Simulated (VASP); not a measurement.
Set up this calculation in VASP 6.6.1, as the native input.

```
Task                   : single point
Functional             : PBE
Potentials or basis    : VASP PAW PBE potentials, release 64 (Mg, S)
Cutoff                 : 520 eV
k mesh                 : 9 × 9 × 8
Occupations            : gaussian, width 0.05 eV
Spin                   : no spin polarisation
Dipole correction      : no
Further INCAR settings : ALGO = Normal; EDIFF = 1e-06; NBANDS = 16; ISYM = 0
```

The structure of MgS lies in POSCAR:

```
MgS
1.0
    0.0000000000     -2.8129831394     -2.8129831394
   -2.8129831394      0.0000000000     -2.8129831394
    2.8129831394      2.8129831394     -5.6259662788
Mg S
2 2
Direct
    0.0000000000      0.0000000000      0.0000000000
    0.5000000000      0.5000000000      0.5000000000
    0.3750000000      0.3750000000      0.8750000000
    0.8750000000      0.8750000000      0.3750000000
```

One way to write it, as run:

INCAR

```
SYSTEM = MgS
  PREC = Accurate
  ENCUT = 520
  EDIFF = 1E-6
  ISMEAR = 0
  SIGMA = 0.05
  LREAL = .False.
  LASPH = .True.
  NELM = 100
  ALGO = Normal
  ISIF = 2
  LWAVE = .False.
  LCHARG = .True.
  GGA = PE
  LELF = .True.
  LVHAR = .True.
  NBANDS = 16
  ISYM = 0
```

KPOINTS

```
Automatic mesh
0
Gamma
  9 9 8
  0 0 0
```

Potentials or basis: VASP PAW PBE potentials, release 64 (Mg, S).

Command:

```console
$ cat potpaw_PBE.64/Mg/POTCAR potpaw_PBE.64/S/POTCAR > POTCAR
$ mpirun -np 1 vasp_std > vasp.out
```

It gave:

| Item | Value |
| --- | --- |
| Pressure | 2.1 GPa |
| Band gap on the k mesh | 3.55 eV |

It took 9 min on 1 thread of AMD EPYC 7R13, with other jobs on the host, peak memory 0.5 GiB.
